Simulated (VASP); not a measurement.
A run of VASP 6.6.1:

Contents of INCAR:

```
PREC = Accurate
ENCUT = 520
EDIFF = 1E-6
ISMEAR = 0
SIGMA = 0.15
LREAL = False
LASPH = True
NELM = 150
ALGO = Normal
ISIF = 2
LWAVE = False
LCHARG = False
ISPIN = 2
MAGMOM = 0.73
LORBIT = 11
LMAXMIX = 4
GGA = PS
NBANDS = 15
```

Contents of KPOINTS:

```
Automatic mesh
0
Gamma
  30 30 30
```

Contents of POSCAR:

```
Ni
1.0
    0.0000000000      1.7315747009      1.7315747009
    1.6449959659      0.0000000000      1.7315747009
    1.6449959659      1.7315747009      0.0000000000
Ni
1
Direct
    0.0000000000      0.0000000000      0.0000000000
```

Potentials or basis: VASP PAW PBE potentials, release 64 (Ni).

Run with:

```bash
$ cat potpaw_PBE.64/Ni/POTCAR > POTCAR
$ mpirun -np 1 vasp_std > vasp.out
```

Hardware: 1 thread of Intel Xeon 8259CL, with other jobs on the host.

Question: How long does it take, and how much memory?

Answer: Run time: 14 min on 1 thread of Intel Xeon 8259CL (shared host), peak memory 0.52 GiB. Counts: scf iterations 13, k points 1992.
